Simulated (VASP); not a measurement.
Set up this calculation in VASP 6.6.1, as the native input.

* Task: single point
* Functional: PBE
* Potentials or basis: VASP PAW PBE potentials, release 64 (Mg, C)
* Cutoff: 600 eV
* k mesh: 7 × 7 × 7
* Occupations: fermi-dirac, width 0.01 eV
* Spin: no spin polarisation
* Dipole correction: no
* Further INCAR settings: ALGO = Normal; EDIFF = 1e-06; NBANDS = 12

The structure of MgC2 lies in POSCAR:

```
MgC2
1.0
    0.0000000000      2.5509463939      2.5509463939
    2.5509463939      0.0000000000      2.5509463939
    2.5509463939      2.5509463939      0.0000000000
Mg C
1 2
Direct
    0.0000000000      0.0000000000      0.0000000000
    0.2500000000      0.2500000000      0.2500000000
    0.7500000000      0.7500000000      0.7500000000
```

One way to write it, as run:

INCAR

```
PREC = Accurate
ENCUT = 600
EDIFF = 1E-6
ISMEAR = -1
SIGMA = 0.01
LREAL = F
LASPH = T
NELM = 120
ALGO = Normal
ISIF = 2
LWAVE = F
LCHARG = F
GGA = PE
NBANDS = 12
GGA_COMPAT = F
```

KPOINTS

```
Automatic mesh
0
Gamma
  7 7 7
```

Potentials or basis: VASP PAW PBE potentials, release 64 (Mg, C).

Command:

```sh
$ cat potpaw_PBE.64/Mg/POTCAR potpaw_PBE.64/C/POTCAR > POTCAR
$ mpirun -np 1 vasp_std > vasp.out
```

Results of the run:

```yaml
Pressure: -0.2 GPa
Band_gap_on_the_k_mesh: 0.01 eV
```

Caveat: semilocal functionals underestimate gaps, and a narrow one can read as zero; an odd mesh through Γ misses points on the zone boundary, where band edges can lie.

It took 20 s on 1 thread of Intel Xeon 8259CL, on a shared host, peak memory 0.17 GiB.
